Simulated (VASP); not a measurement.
Hf3Br:

```xyz
4
Lattice="-2.8938 2.8938 2.8938 2.8938 -2.8938 2.8938 2.8938 2.8938 -2.8938" Properties=species:S:1:pos:R:3 pbc="T T T"
Hf    2.8938    0.0000    0.0000
Hf    0.0000    2.8938    0.0000
Hf    0.0000    0.0000    2.8938
Br    0.0000    0.0000    0.0000
```

```yaml
Program: VASP 6.6.1
Task: relaxation of cell and atoms
Functional: PBE
Potentials_or_basis: VASP PAW PBE potentials, release 64 (Hf_pv, Br)
Cutoff: 600 eV
k_mesh: 4 × 4 × 4
Occupations: gaussian, width 0.1 eV
Spin: no spin polarisation
```

At the start: pressure -2.2 GPa; volume 24.23 Å³/atom.

Question: How do energy, volume and symmetry change on relaxing?

Answer: Over 3 steps the energy falls by 6.0 meV/atom and the volume is 23.39 Å³/atom (-3.5 %); space group Im-3m (No. 229, to 0.05 Å).

Step by step:
| step | energy change (eV) | largest force (eV/Å) | pressure (GPa) | volume (Å³) |
| --- | --- | --- | --- | --- |
| 1 | 0.0000 | 0.0000 | -2.22 | 96.93 |
| 2 | -0.0205 | 0.0000 | 0.95 | 92.30 |
| 3 | -0.0242 | 0.0000 | 0.00 | 93.55 |

Final structure:
```
Hf Br
1.0
    -2.85973    2.85973    2.85973
     2.85973   -2.85973    2.85973
     2.85973    2.85973   -2.85973
Hf Br
3 1
Direct
  0.00000 0.50000 0.50000
  0.50000 0.00000 0.50000
  0.50000 0.50000 0.00000
  0.00000 0.00000 0.00000
```

Caveat: the k points lie up to 0.39 Å⁻¹ apart in the final cell; an odd number of electrons without spin polarisation forces a metal; a magnetic or distorted state may lie lower.
